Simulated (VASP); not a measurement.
Wanted: the native input for a VASP 6.6.1 run.

- Task: relaxation of cell and atoms
- Functional: PBE
- Potentials or basis: VASP PAW PBE potentials, release 64 (Si, Sn_d)
- Cutoff: 500 eV
- k mesh: 6 × 6 × 6
- Occupations: gaussian, width 0.1 eV
- Spin: no spin polarisation
- Dipole correction: no
- Further INCAR settings: ALGO = Normal; EDIFF = 1e-07; IBRION = 2; EDIFFG = -0.01; NSW = 100; ISIF = 3

The structure of Si3Sn2 lies in POSCAR:

```
Si3Sn2
1.0
   -3.7528352409      3.7528352409      3.7528352409
    3.7528352409     -3.7528352409      3.7528352409
    3.7528352409      3.7528352409     -3.7528352409
Si Sn
6 4
Direct
    0.5000000000      0.2500000000      0.7500000000
    0.5000000000      0.7500000000      0.2500000000
    0.7500000000      0.5000000000      0.2500000000
    0.2500000000      0.5000000000      0.7500000000
    0.2500000000      0.7500000000      0.5000000000
    0.7500000000      0.2500000000      0.5000000000
    0.6978222575      0.6978222575      0.6978222575
    0.0000000000      0.0000000000      0.3021777425
    0.0000000000      0.3021777425      0.0000000000
    0.3021777425      0.0000000000      0.0000000000
```

The cell was generated, and may not be a known phase.

The input as run:

INCAR

```
SYSTEM = Si3Sn2
PREC = Accurate
ENCUT = 500
EDIFF = 1E-7
ISMEAR = 0
SIGMA = 0.1
LREAL = .False.
LASPH = .True.
NELM = 120
ALGO = Normal
ISIF = 3
LWAVE = .False.
LCHARG = .False.
GGA = PE
IBRION = 2
NSW = 100
EDIFFG = -0.01
GGA_COMPAT = .False.
NELMIN = 4
```

KPOINTS

```
regular mesh
0
Gamma
  6 6 6
  0 0 0
```

Potentials or basis: VASP PAW PBE potentials, release 64 (Si, Sn_d).

Launch:

```sh
$ cat potpaw_PBE.64/Si/POTCAR potpaw_PBE.64/Sn_d/POTCAR > POTCAR
$ mpirun -np 1 vasp_std > vasp.out
```

It gave:

```yaml
Relaxed_volume: 21.11 Å³/atom
Relaxed_cell: a = 6.496 Å, b = 6.496 Å, c = 6.496 Å, α = 109.47°, β = 109.47°, γ = 109.47°
Space_group_after_relaxing_to_0.1_Å: I-43m (No. 217)
Energy_gained_by_relaxing: 3.1 meV/atom
Ionic_steps: 5
Pressure_after_relaxing: -0.1 GPa
Band_gap_on_the_k_mesh: zero (bands 40 and 41 overlap by 2.55 eV)
```

Caveat: spin-orbit coupling is left out, which moves the levels of the heavy elements.

Wall time 14 min on 1 thread of Oxide Virtual Turin-like Processor (shared host), peak memory 0.36 GiB.
